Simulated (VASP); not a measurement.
Wanted: the native input for a VASP 6.6.1 run.

```yaml
Task: single point
Functional: r2SCAN
Potentials_or_basis: VASP PAW PBE potentials, release 64 (Cd, P, C)
Cutoff: 520 eV
k_mesh: 8 × 8 × 4
Occupations: fermi-dirac, width 0.02 eV
Spin: no spin polarisation
Dipole_correction: no
Further_INCAR_settings: ALGO = Normal; EDIFF = 1e-07; NBANDS = 21
```

Crystal: CdP2C.

```xyz
4
Lattice="3.3048 0.0000 0.0000 0.0000 3.3048 0.0000 0.0000 0.0000 5.9718" Properties=species:S:1:pos:R:3 pbc="T T T"
Cd    0.0000    0.0000    0.0000
P     0.0000    1.6524    1.9501
P     1.6524    0.0000    4.0218
C     1.6524    1.6524    2.9859
```

These files were run (other wordings do the same):

POSCAR

```
CdP2C
1.0
    3.3048442395      0.0000000000      0.0000000000
    0.0000000000      3.3048442395      0.0000000000
    0.0000000000      0.0000000000      5.9718363745
Cd P C
1 2 1
Direct
    0.0000000000      0.0000000000      0.0000000000
    0.0000000000      0.5000000000      0.3265445503
    0.5000000000      0.0000000000      0.6734554497
    0.5000000000      0.5000000000      0.5000000000
```

INCAR.step1

```
SYSTEM = CdP2C
ALGO = Normal ; EDIFF = 1E-4
ENCUT = 520 ; GGA = PE
ISMEAR = -1 ; LASPH = .TRUE.
LCHARG = .FALSE. ; LREAL = .FALSE.
LWAVE = .TRUE. ; NBANDS = 21
NELM = 100 ; PREC = Accurate
SIGMA = 0.02
```

INCAR.step2

```
SYSTEM = CdP2C
ALGO = Normal ; EDIFF = 1E-7
ENCUT = 520 ; ISIF = 2
ISMEAR = -1 ; ISTART = 1
LASPH = .TRUE. ; LCHARG = .FALSE.
LMIXTAU = .TRUE. ; LREAL = .FALSE.
LWAVE = .FALSE. ; METAGGA = R2SCAN
NBANDS = 21 ; NELM = 100
PREC = Accurate ; SIGMA = 0.02
```

KPOINTS

```
k-points
0
G
  8 8 4
  0 0 0
```

Potentials or basis: VASP PAW PBE potentials, release 64 (Cd, P, C).

The run is started by

```console
$ cat potpaw_PBE.64/Cd/POTCAR potpaw_PBE.64/P/POTCAR potpaw_PBE.64/C/POTCAR > POTCAR
$ cp INCAR.step1 INCAR
$ mpirun -np 1 vasp_std > vasp.out
$ cp INCAR.step2 INCAR
$ mpirun -np 1 vasp_std > vasp.out
```

Results of the run:

```
Pressure               : 0.0 GPa
Largest force          : 0.065 eV/Å
Band gap on the k mesh : zero (band 13 reaches 6.54 eV, above the bottom of band 14 at 6.03 eV)
```

Caveat: the PAW data sets were made with another functional, which shifts forces and pressure a little.

Wall time 99 s on 1 thread of Intel(R) Xeon(R) 6975P-C (Granite Rapids), on a shared host, peak memory 0.23 GiB.
